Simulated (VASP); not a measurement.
Set up this calculation in VASP 6.6.1, as the native input.

```yaml
Task: single point
Functional: PBE
Potentials_or_basis: VASP PAW PBE potentials, release 64 (Re)
Cutoff: 520 eV
k_mesh: 11 × 11 × 6
Occupations: gaussian, width 0.021 eV
Spin: no spin polarisation
Dipole_correction: no
Further_INCAR_settings: ALGO = Fast; EDIFF = 1e-07; NBANDS = 14
```

The structure of Re lies in POSCAR:

```
Re
1.0
    2.7608000000      0.0000000000      0.0000000000
   -1.3804000000      2.3909229348      0.0000000000
    0.0000000000      0.0000000000      4.4582000000
Re
2
Direct
    0.6666666667      0.3333333333      0.7500000000
    0.3333333333      0.6666666667      0.2500000000
```

One way to write it, as run:

INCAR

```
PREC     = Accurate       # precision mode
ENCUT    = 520            # plane-wave cutoff, eV
EDIFF    = 1E-7           # SCF threshold, eV
ISMEAR   = 0              # smearing method
SIGMA    = 0.020999999999999998 # smearing width, eV
LREAL    = F              # projectors in reciprocal space
LASPH    = T              # aspherical terms in the spheres
NELM     = 60             # most SCF steps
ALGO     = Fast           # electronic algorithm
ISIF     = 2              # what is computed and relaxed
LWAVE    = F              # write WAVECAR
LCHARG   = F              # write CHGCAR
GGA      = PE             # functional
NBANDS   = 14             # bands
```

KPOINTS

```
Automatic mesh
0
Gamma
  11 11 6
```

Potentials or basis: VASP PAW PBE potentials, release 64 (Re).

Command:

```bash
$ cat potpaw_PBE.64/Re/POTCAR > POTCAR
$ mpirun -np 1 vasp_std > vasp.out
```

Results of the run:

* Pressure: 5.4 GPa
* Band gap on the k mesh: zero (band 7 reaches 9.23 eV, above the bottom of band 8 at 6.18 eV)

Caveat: spin-orbit coupling is left out, which moves the levels of the heavy elements.

It took 20 s on 1 thread of Intel(R) Xeon(R) Platinum 8488C (Sapphire Rapids), with other jobs on the host, peak memory 0.16 GiB.
